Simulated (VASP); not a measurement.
A run of VASP 6.6.1 is set up as follows.

INCAR

```
SYSTEM = CdInS2
  PREC = Accurate
  ENCUT = 520
  EDIFF = 1E-6
  ISMEAR = 0
  SIGMA = 0.15
  LREAL = .FALSE.
  LASPH = .TRUE.
  NELM = 80
  ALGO = Normal
  ISIF = 2
  LWAVE = .FALSE.
  LCHARG = .FALSE.
  GGA = PE
  NBANDS = 26
```

File KPOINTS:

```
Automatic mesh
0
G
  15 15 8
  0 0 0
```

The input POSCAR:

```
CdInS2
1.0
    3.9060288526      0.0000000000      0.0000000000
   -1.9530144263      3.3827202142      0.0000000000
    0.0000000000      0.0000000000      7.7593263156
Cd In S
1 1 2
Direct
    0.0000000000      0.0000000000      0.0000000000
    0.0000000000      0.0000000000      0.5000000000
    0.6666666667      0.3333333333      0.7578554487
    0.3333333333      0.6666666667      0.2421445513
```

Potentials or basis: VASP PAW PBE potentials, release 64 (Cd, In_d, S).

The run is started by

```console
$ cat potpaw_PBE.64/Cd/POTCAR potpaw_PBE.64/In_d/POTCAR potpaw_PBE.64/S/POTCAR > POTCAR
$ mpirun -np 1 vasp_std > vasp.out
```

(1) Predict the pressure.

(2) What does it give for the band gap on the k mesh?

(3) Predict the largest force.

Answers

(1) -6.8 GPa.

(2) zero (an odd number of electrons rules out a gap without spin polarisation).

(3) 0.047 eV/Å.

Caveat: the cell stands under tension; spin-orbit coupling is left out, which moves the levels of the heavy elements.
